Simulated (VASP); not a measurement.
# HClF2 (P6/mmm) in VASP: a series of runs, part 2 of 2

VASP 6.6.1.

## (4) Relaxation of shape and atoms at fixed volume, PBE+D3(BJ) (19.39 Å³/atom)

This run uses another cell than the first one, of 19.39 Å³/atom.

File INCAR:

```
PREC = Accurate
ENCUT = 600
EDIFF = 1E-6
ISMEAR = 0
SIGMA = 0.02
LREAL = F
LASPH = T
NELM = 60
ALGO = Normal
ISIF = 4
LWAVE = F
LCHARG = F
GGA = PE
IVDW = 12
IBRION = 2
NSW = 50
EDIFFG = -0.01
```

File KPOINTS:

```
regular mesh
0
Gamma
  12 12 6
```

File POSCAR:

```
HClF2
1.0
    3.8272864002      0.0000000000      0.0000000000
   -1.9136432001      3.3145272502      0.0000000000
    0.0000000000      0.0000000000      6.1136930750
H Cl F
1 1 2
Direct
    0.0000000000      0.0000000000      0.5000000000
    0.0000000000      0.0000000000      0.0000000000
    0.0000000000      0.0000000000      0.3128112326
    0.0000000000      0.0000000000      0.6871887674
```

Potentials or basis: VASP PAW PBE potentials, release 64 (H, Cl, F).

The run is started by

```bash
$ cat potpaw_PBE.64/H/POTCAR potpaw_PBE.64/Cl/POTCAR potpaw_PBE.64/F/POTCAR > POTCAR
$ mpirun -np 1 vasp_std > vasp.out
```

OUTCAR:

```text
PREC = Accurate
   ENCUT = 600
   EDIFF = 1E-6
   ISMEAR = 0
   LREAL = F
   LASPH = T
   NELM = 60
   ISIF = 4
   GGA = PE
   IVDW = 12
   IBRION = 2
   NSW = 50
   EDIFFG = -0.01
 IVDW          = 12

 ion  position               nearest neighbor table
   1  0.000  0.000  0.500-   3 1.14   4 1.14
   2  0.000  0.000  0.000-   3 1.91   4 1.91
   3  0.000  0.000  0.313-   1 1.14   2 1.91
   4  0.000  0.000  0.687-   1 1.14   2 1.91

  LATTYP: Found a hexagonal cell.
 ALAT       =     3.8272864002
 C/A-ratio  =     1.5973962844

  Lattice vectors:

 A1 = (   3.8272864002,   0.0000000000,   0.0000000000)
 A2 = (  -1.9136432001,   3.3145272502,   0.0000000000)
 A3 = (   0.0000000000,   0.0000000000,   6.1136930750)

Analysis of symmetry for initial positions (statically):
=====================================================================
 Subroutine PRICEL returns:
 Original cell was already a primitive cell.

 Routine SETGRP: Setting up the symmetry group for a
 hexagonal supercell.

 Subroutine GETGRP returns: Found 24 space group operations
 (whereof 24 operations were pure point group operations)
 out of a pool of 24 trial point group operations.

The static configuration has the point symmetry D_6h.

Analysis of symmetry for dynamics (positions and initial velocities):
=====================================================================
 Subroutine PRICEL returns:
[... 160 lines left out ...]
  ---------------------------------------------------
  free energy    TOTEN  =       -11.74263683 eV

  energy without entropy =      -11.74263683  energy(sigma->0) =      -11.74263683

------------------------ aborting loop because EDIFF is reached ----------------------------------------

 Edisp (eV)   -0.17862

 E8    (eV) :    -0.0472
[... 201 lines left out ...]
--------------------------------------- Ionic step        6  -------------------------------------------

 number of electron      21.9999985 magnetization

 Free energy of the ion-electron system (eV)
  ---------------------------------------------------
  ext. energy  EPLUGINS =         0.00000000
  ---------------------------------------------------
  free energy    TOTEN  =       -11.75098912 eV

  energy without entropy =      -11.75098912  energy(sigma->0) =      -11.75098912

 E-fermi :  -3.1158     XC(G=0):  -6.7725

 val. band max:       -3.2616241263   @ k =   0.0000   0.0000   0.5000
 cond. band min:      -1.9969236850   @ k =   0.0000   0.0000   0.5000
 fundamental gap:      1.2647004413
 Fermi energy:        -3.1158328610

 k-point     1 :       0.0000    0.0000    0.0000
  band No.  band energies     occupation
      1     -26.7089      2.00000
      2     -25.5596      2.00000
      3     -17.6073      2.00000
      4      -9.9773      2.00000
      5      -9.7125      2.00000
      6      -6.8195      2.00000
      7      -6.8195      2.00000
      8      -5.9898      2.00000
      9      -5.9898      2.00000
     10      -3.3900      2.00000
     11      -3.3900      2.00000
     12      -0.0836      0.00000
     13       3.1163      0.00000
     14       6.1518      0.00000
[... 401 lines left out ...]
      2     -25.5842      2.00000
      3     -17.3958      2.00000
      4     -11.1707      2.00000
      5      -8.3014      2.00000
      6      -7.1680      2.00000
      7      -6.8528      2.00000
      8      -6.2658      2.00000
      9      -6.1036      2.00000
     10      -4.0393      2.00000
     11      -3.5079      2.00000
     12      -0.3818      0.00000
     13       5.0227      0.00000
     14       6.9102      0.00000
     15       7.9608      0.00000

 [... further k-points ...]

------------------------ aborting loop because EDIFF is reached ----------------------------------------

 Edisp (eV)   -0.17808

 E8    (eV) :    -0.0470
[... 27 lines left out ...]
  FREE ENERGIE OF THE ION-ELECTRON SYSTEM (eV)
  ---------------------------------------------------
  free  energy   TOTEN  =       -11.9290719482 eV

  energy  without entropy=      -11.9290719482  energy(sigma->0) =      -11.92907195

 reached required accuracy - stopping structural energy minimisation
```

OSZICAR:

```text
N       E                     dE             d eps       ncg     rms          rms(c)
DAV:   1     0.158888134164E+03    0.15889E+03   -0.11899E+04  2280   0.141E+03
DAV:   2    -0.333753322311E+01   -0.16223E+03   -0.15962E+03  3044   0.301E+02
DAV:   3    -0.128730768634E+02   -0.95355E+01   -0.95176E+01  2441   0.825E+01
[... 38 lines left out ...]
   5 F= -.11929034E+02 E0= -.11929034E+02  d E =-.391366E-04
       N       E                     dE             d eps       ncg     rms          rms(c)
DAV:   1    -0.117509693925E+02   -0.17434E-04   -0.15157E-02  2287   0.123E+00    0.468E-02
DAV:   2    -0.117509906796E+02   -0.21287E-04   -0.25087E-04  2931   0.147E-01    0.283E-02
DAV:   3    -0.117509886312E+02    0.20484E-05   -0.68549E-06  3113   0.366E-02    0.635E-03
DAV:   4    -0.117509891244E+02   -0.49315E-06   -0.19334E-06  2189   0.126E-02
   6 F= -.11929072E+02 E0= -.11929072E+02  d E =-.768192E-04
```

It took 5.4 min on 1 thread of Intel Xeon 8259CL, shared host; peak memory 0.29 GiB.

Results:

```yaml
Free_energy: -11.9291 eV
Energy_gained_by_relaxing: 2.0 meV/atom
Ionic_steps: 6
Pressure_after_relaxing: -0.3 GPa
Band_gap_on_the_k_mesh: 1.26 eV
Dispersion_energy_per_atom: -0.045 eV
```

The path:
```tsv
step	energy change (eV)	largest force (eV/Å)	pressure (GPa)	volume (Å³)
1	0.0000	0.0160	-1.31	77.56
2	-0.0072	0.0628	-0.01	77.56
3	-0.0077	0.0539	-0.29	77.56
4	-0.0077	0.0531	-0.31	77.56
5	-0.0078	0.0387	-0.32	77.56
6	-0.0078	0.0001	-0.31	77.56
```

Final structure:
```
H Cl F
1.0
     3.84612    0.00000    0.00000
    -1.92306    3.33084    0.00000
     0.00000    0.00000    6.05396
H Cl F
1 1 2
Direct
  0.00000 0.00000 0.50000
  0.00000 0.00000 0.00000
  0.00000 0.00000 0.31248
  0.00000 0.00000 0.68752
```

Levels at points of the mesh, in eV from the valence-band top:
| k point | band 9 | band 10 | band 11 | band 12 | band 13 | band 14 |
| --- | --- | --- | --- | --- | --- | --- |
| (0.00, 0.00, 0.00) | -2.73 | -0.13 | -0.13 | 3.18 | 6.38 | 9.41 |
| (0.50, 0.00, 0.00) | -2.78 | -1.03 | -0.33 | 3.33 | 9.21 | 9.88 |
| (0.00, 0.00, 0.50) | -3.03 | 0.00 | 0.00 | 1.26 | 7.36 | 7.58 |
| (0.50, 0.00, 0.50) | -2.98 | -0.79 | -0.19 | 1.49 | 9.73 | 9.86 |

A k mesh can miss the band edges.

## (5) Summary

```tsv
task	cell	gap on the mesh (eV)	pressure (GPa)	relaxed volume (Å³/atom)
relaxation of cell and atoms	relaxed from a = 3.693, b = 3.693, c = 6.053 Å, angles 90.0, 90.0, 120.0°, 4 atoms	1.11	0.0	17.86
relaxation of shape and atoms at fixed volume	relaxed from a = 3.751, b = 3.751, c = 5.993 Å, angles 90.0, 90.0, 120.0°, 4 atoms	1.16	-0.1	18.26
relaxation of shape and atoms at fixed volume	relaxed from a = 3.827, b = 3.827, c = 6.114 Å, angles 90.0, 90.0, 120.0°, 4 atoms	1.26	-0.3	19.39
```

Alike in all rows: level PBE+D3(BJ); potentials or basis VASP PAW PBE potentials, release 64 (H, Cl, F); no spin polarisation; k mesh 12 × 12 × 6; cutoff (eV) 600; smearing gaussian 0.02 eV.

Total energies depend on the potentials used, so only differences within one code and one set of settings carry meaning.
